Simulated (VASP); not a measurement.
# Pb (P6_3/mmc) in VASP: vibrations by perturbation theory with PBEsol

Aim: the vibrations by perturbation theory of Pb with PBEsol.

Everything below comes from runs of VASP 6.6.1. Logs are shortened: lines on timing, memory, paths and dates and some standing lists are left out, and cuts for length are marked.

## Step 1: The cell of the first run

It takes space group P6_3/mmc (No. 194, hexagonal). The conventional cell has a = 3.524 Å, b = 3.524 Å, c = 11.495 Å, α = 90.00°, β = 90.00°, γ = 120.00°. Within 4.6 Å of Pb (site symmetry -6m2) lie 12 Pb at 3.52 Å. Within 4.6 Å of Pb (site symmetry -3m) lie 12 Pb at 3.52 Å.

This isn't the form of Pb at room conditions, which is fcc.

## Step 2: Vibrations by perturbation theory, PBEsol

INCAR reads:

```
  PREC = Accurate
  ENCUT = 520
  EDIFF = 1E-8
  ISMEAR = -1
  SIGMA = 0.05
  LREAL = False
  LASPH = True
  NELM = 80
  ALGO = Fast
  ISIF = 2
  LWAVE = False
  LCHARG = False
  GGA = PS
  IBRION = 8
  NSW = 1
```

KPOINTS reads:

```
Automatic mesh
0
Gamma
  8 8 2
```

POSCAR reads:

```
Pb
1.0
    3.5243661423      0.0000000000      0.0000000000
   -1.7621830712      3.0521906115      0.0000000000
    0.0000000000      0.0000000000     11.4952418100
Pb
4
Direct
    0.6666666667      0.3333333333      0.7500000000
    0.0000000000      0.0000000000      0.5000000000
    0.3333333333      0.6666666667      0.2500000000
    0.0000000000      0.0000000000      0.0000000000
```

Potentials or basis: VASP PAW PBE potentials, release 64 (Pb_d).

Command:

```sh
$ cat potpaw_PBE.64/Pb_d/POTCAR > POTCAR
$ mpirun -np 1 vasp_std > vasp.out
```

OUTCAR:

```text
PREC = Accurate
   ENCUT = 520
   EDIFF = 1E-8
   ISMEAR = -1
   LREAL = False
   LASPH = True
   NELM = 80
   ISIF = 2
   GGA = PS
   IBRION = 8
   NSW = 1

 ion  position               nearest neighbor table
   1  0.667  0.333  0.750-   2 3.52   4 3.52   2 3.52   4 3.52   2 3.52   4 3.52
   2  0.000  0.000  0.500-   1 3.52   3 3.52   1 3.52   3 3.52   1 3.52   3 3.52
   3  0.333  0.667  0.250-   2 3.52   4 3.52   2 3.52   4 3.52   2 3.52   4 3.52
   4  0.000  0.000  0.000-   1 3.52   3 3.52   1 3.52   3 3.52   1 3.52   3 3.52

  LATTYP: Found a hexagonal cell.
 ALAT       =     3.5243661423
 C/A-ratio  =     3.2616480087

  Lattice vectors:

 A1 = (   3.5243661423,   0.0000000000,   0.0000000000)
 A2 = (  -1.7621830712,   3.0521906115,   0.0000000000)
 A3 = (   0.0000000000,   0.0000000000,  11.4952418100)

Analysis of symmetry for initial positions (statically):
=====================================================================
 Subroutine PRICEL returns:
 Original cell was already a primitive cell.

 Routine SETGRP: Setting up the symmetry group for a
 hexagonal supercell.

 Subroutine GETGRP returns: Found 24 space group operations
 (whereof 12 operations were pure point group operations)
 out of a pool of 24 trial point group operations.

The static configuration has the point symmetry D_3d.
 The point group associated with its full space group is D_6h.

Analysis of symmetry for dynamics (positions and initial velocities):
=====================================================================
 Subroutine PRICEL returns:
 Original cell was already a primitive cell.

 Routine SETGRP: Setting up the symmetry group for a
 hexagonal supercell.

 Subroutine GETGRP returns: Found 24 space group operations
 (whereof 12 operations were pure point group operations)
 out of a pool of 24 trial point group operations.

The dynamic configuration has the point symmetry D_3d.
 The point group associated with its full space group is D_6h.

 Subroutine INISYM returns: Found 24 space group operations
 (whereof 12 operations are pure point group operations),
 and found     1 'primitive' translations

----------------------------------------------------------------------------------------

                                     Primitive cell

  volume of cell :     123.6547

  direct lattice vectors                    reciprocal lattice vectors
     3.524366142  0.000000000  0.000000000     0.283738965  0.163816768  0.000000000
    -1.762183071  3.052190611  0.000000000     0.000000000  0.327633535  0.000000000
     0.000000000  0.000000000 11.495241810     0.000000000  0.000000000  0.086992515

  length of vectors
     3.524366142  3.524366142 11.495241810     0.327633535  0.327633535  0.086992515

  position of ions in fractional coordinates (direct lattice)
     0.666666667  0.333333333  0.750000000
     0.000000000  0.000000000  0.500000000
     0.333333333  0.666666667  0.250000000
     0.000000000  0.000000000  0.000000000

  ion indices of the primitive-cell ions
   primitive index   ion index
                 1           1
                 2           2
                 3           3
                 4           4

----------------------------------------------------------------------------------------

 KPOINTS: Automatic mesh

Automatic generation of k-mesh.
 Grid dimensions read from file:
 generate k-points for:    8    8    2

 Generating k-lattice:

  Cartesian coordinates                     Fractional coordinates (reciprocal lattice)
     0.035467371  0.020477096  0.000000000     0.125000000  0.000000000  0.000000000
     0.000000000  0.040954192  0.000000000     0.000000000  0.125000000  0.000000000
     0.000000000  0.000000000  0.043496258     0.000000000  0.000000000  0.500000000

  Length of vectors
     0.040954192  0.040954192  0.043496258

  Shift w.r.t. Gamma in fractional coordinates (k-lattice)
     0.000000000  0.000000000  0.000000000

[... 62 lines left out ...]
   IALGO  =     68    algorithm
   IMIX   =      4    mixing-type and parameters
     AMIX     =   0.40;   BMIX     =  1.00
     AMIX_MAG =   1.60;   BMIX_MAG =  1.00
  volume/ion in A,a.u.               =      30.91       208.62
  Fermi-wavevector in a.u.,A,eV,Ry     =   1.257189  2.375743 21.504338  1.580524
  Thomas-Fermi vector in A             =   2.390860
   LORBIT       =      0    0 simple, 1 ext, 2 COOP (PROOUT), +10 PAW based schemes
   GGA     = PS    functional components
   LHFCALC =     F    Hartree Fock is set to
   AEXX    =    0.0000 exact exchange contribution
   IVDW    =     0    specifies the selected vdW correction
   LEPSILON=     F    determine dielectric tensor
   LRPA    =     F    only Hartree local field effects (RPA)
 non-spin polarized calculation
 RMM-DIIS sequential band-by-band and
  energy-cutoff  :      520.00
  volume of cell :      123.65
 maximum number of plane-waves:      3402
 NGX is ok and might be reduce to    28
   NGX = 13   NGY = 13   NGZ = 43

--------------------------------------- Ionic step        1  -------------------------------------------

 number of electron      56.0000006 magnetization

 Free energy of the ion-electron system (eV)
  ---------------------------------------------------
  ext. energy  EPLUGINS =         0.00000000
  ---------------------------------------------------
  free energy    TOTEN  =       -15.94223633 eV

  energy without entropy =      -15.92248867  energy(sigma->0) =      -15.93236250

 E-fermi :   7.0874     XC(G=0): -10.2496

 val. band max:        7.0693353412   @ k =   0.3750   0.2500   0.5000
 cond. band min:       7.1779798866   @ k =   0.2500   0.0000   0.5000
 fundamental gap:      0.1086445454
 Fermi energy:         7.0873719062

 k-point     1 :       0.0000    0.0000    0.0000
  band No.  band energies     occupation
      1     -10.1242      2.00000
      2     -10.1124      2.00000
      3     -10.0906      2.00000
      4     -10.0900      2.00000
      5     -10.0895      2.00000
      6     -10.0895      2.00000
[... 709 lines left out ...]
     32       7.0693      1.17843
     33       9.3363      0.00000

------------------------ aborting loop because EDIFF is reached ----------------------------------------

  FORCE on cell =-STRESS in cart. coord.  units (eV):
  Direction    XX          YY          ZZ          XY          YZ          ZX
  --------------------------------------------------------------------------------------
  -------------------------------------------------------------------------------------
  Total       -0.9027011     -0.9027011     -1.5780218      0.0000000      0.0000000      0.0000000
  in kB      -11.6961724    -11.6961724    -20.4462091      0.0000000      0.0000000      0.0000000
  external PRESSURE =     -14.6128513 kB  Pullay stress =       0.0000000 kB

 VOLUME and BASIS-vectors are now :
 -----------------------------------------------------------------------------
  energy-cutoff  :      520.00
  volume of cell :      123.65
      direct lattice vectors                 reciprocal lattice vectors
     3.524366142  0.000000000  0.000000000     0.283738965  0.163816768  0.000000000
    -1.762183071  3.052190611  0.000000000     0.000000000  0.327633535  0.000000000
     0.000000000  0.000000000 11.495241810     0.000000000  0.000000000  0.086992515

 POSITION                                       TOTAL-FORCE (eV/Angst)
 -----------------------------------------------------------------------------------
      1.76218      1.01740      8.62143         0.000000     -0.000000      0.000000
      0.00000      0.00000      5.74762         0.000000      0.000000     -0.000000
     -0.00000      2.03479      2.87381        -0.000000      0.000000      0.000000
      0.00000      0.00000      0.00000        -0.000000      0.000000     -0.000000
 -----------------------------------------------------------------------------------
    total drift:                                0.000000     -0.000000      0.000000

  FREE ENERGIE OF THE ION-ELECTRON SYSTEM (eV)
  ---------------------------------------------------
  free  energy   TOTEN  =       -15.9422363333 eV

  energy  without entropy=      -15.9224886686  energy(sigma->0) =      -15.93236250

[... ionic steps 2 to 3 ...]

--------------------------------------- Ionic step        4  -------------------------------------------

------------------------ aborting loop because EDIFF is reached ----------------------------------------
[... 11 lines left out ...]
[... ionic steps 8 to 8 ...]

--------------------------------------- Ionic step        9  -------------------------------------------

 Free energy of the ion-electron system (eV)
  ---------------------------------------------------
  ---------------------------------------------------
  free energy    TOTEN  =        -0.37508214 eV

  energy without entropy =       -0.37508214

------------------------ aborting loop because EDIFF is reached ----------------------------------------

 INTERNAL STRAIN TENSOR  FOR ION    2  DIRECTION 3   (eV/Angst):
 -----------------------------------------------------------------------------
    -0.01070  0.00000 -0.00000
    -0.00000 -0.01070 -0.00000
    -0.00000  0.00000 -0.00201

 INTERNAL STRAIN TENSOR FOR ION    4 for displacements in x,y,z  (eV/Angst):
          X           Y           Z          XY          YZ          ZX
  --------------------------------------------------------------------------------
  x     0.00000     0.00000     0.00000     0.00000     0.00000     0.00000
  y     0.00000     0.00000     0.00000     0.00000     0.00000     0.00000
  z     0.00000     0.00000     0.00000     0.00000     0.00000     0.00000

 SECOND DERIVATIVES (NOT SYMMETRIZED)
 ------------------------------------
               1X          1Y          1Z          2X          2Y          2Z          3X          3Y          3Z          4X          4Y          4Z
  1X    -0.312082    0.000000    0.000000    0.105343   -0.000000    0.000000    0.101396   -0.000000    0.000000    0.105343   -0.000000    0.000000
  1Y     0.000000   -0.312082    0.000000   -0.000000    0.105343    0.000000   -0.000000    0.101396    0.000000   -0.000000    0.105343   -0.000000
  1Z     0.000000    0.000000   -1.805766    0.000000    0.000000    0.806332   -0.000000    0.000000    0.193103    0.000000    0.000000    0.806332
  2X     0.104825   -0.000000    0.000000   -0.189141    0.000000    0.000000    0.104825   -0.000000    0.000000   -0.020509    0.000000    0.000000
  2Y    -0.000000    0.104825    0.000000    0.000000   -0.189141    0.000000   -0.000000    0.104825    0.000000    0.000000   -0.020509    0.000000
  2Z    -0.000000   -0.000000    0.786171    0.000000   -0.000000   -2.061254   -0.000000   -0.000000    0.786171    0.000000   -0.000000    0.488912
  3X     0.101396   -0.000000    0.000000    0.105343   -0.000000    0.000000   -0.312082    0.000000    0.000000    0.105343   -0.000000    0.000000
  3Y    -0.000000    0.101396    0.000000   -0.000000    0.105343    0.000000    0.000000   -0.312082    0.000000   -0.000000    0.105343   -0.000000
  3Z    -0.000000    0.000000    0.193103    0.000000    0.000000    0.806332    0.000000    0.000000   -1.805766    0.000000    0.000000    0.806332
  4X     0.104825   -0.000000    0.000000   -0.020509    0.000000    0.000000    0.104825   -0.000000    0.000000   -0.189141    0.000000    0.000000
  4Y    -0.000000    0.104825    0.000000    0.000000   -0.020509    0.000000   -0.000000    0.104825    0.000000    0.000000   -0.189141    0.000000
  4Z     0.000000    0.000000    0.786171    0.000000    0.000000    0.488912    0.000000    0.000000    0.786171   -0.000000    0.000000   -2.061254

 Eigenvectors and eigenvalues of the dynamical matrix
 ----------------------------------------------------

   1 f  =    1.938294 THz    12.178659 2PiTHz   64.654524 cm-1     8.016136 meV
             X         Y         Z           dx          dy          dz
      1.762183  1.017397  8.621431     0.000000   -0.000000   -0.503155
      0.000000  0.000000  5.747621    -0.000000    0.000000    0.496825
     -0.000000  2.034794  2.873810     0.000000   -0.000000   -0.503155
      0.000000  0.000000  0.000000    -0.000000    0.000000    0.496825
[... 71 lines left out ...]
  12 f/i=    0.012269 THz     0.077087 2PiTHz    0.409240 cm-1     0.050739 meV
             X         Y         Z           dx          dy          dz
      1.762183  1.017397  8.621431     0.000000   -0.000000    0.496825
      0.000000  0.000000  5.747621     0.000000   -0.000000    0.503155
     -0.000000  2.034794  2.873810     0.000000   -0.000000    0.496825
      0.000000  0.000000  0.000000     0.000000   -0.000000    0.503155

--------------------------------------------------------------------------------------------------------

 ELASTIC MODULI CONTR FROM IONIC RELAXATION (kBar)
 Direction    XX          YY          ZZ          XY          YZ          ZX
 --------------------------------------------------------------------------------
 XX         -29.3469     29.3469      0.0000      0.0000      0.0000     -0.0000
 YY          29.3469    -29.3469     -0.0000      0.0000      0.0000      0.0000
 ZZ           0.0000     -0.0000     -0.0000     -0.0000      0.0000      0.0000
 XY           0.0000      0.0000     -0.0000    -29.3469      0.0000     -0.0000
 YZ           0.0000      0.0000      0.0000      0.0000      0.0000      0.0000
 ZX          -0.0000      0.0000      0.0000     -0.0000      0.0000     -0.0000
 --------------------------------------------------------------------------------
```

Wall time 12 min (1 thread of Intel Xeon Platinum 8488C (Sapphire Rapids), shared host); peak memory 0.66 GiB.

What came out:

| Item | Value |
| --- | --- |
| Highest phonon frequency at Γ | 65 cm⁻¹ |

Phonon frequencies in cm⁻¹ (negative: imaginary):
```csv
q point,frequencies
"(0.000, 0.000, 0.000)",0 0 0 15 15 23 23 23 23 51 58 65
```

Caveat: the cell stands under pressure or tension, which shifts response properties; the PAW data sets were made with another functional, which shifts forces and pressure a little; spin-orbit coupling is left out, which moves the levels of the heavy elements.
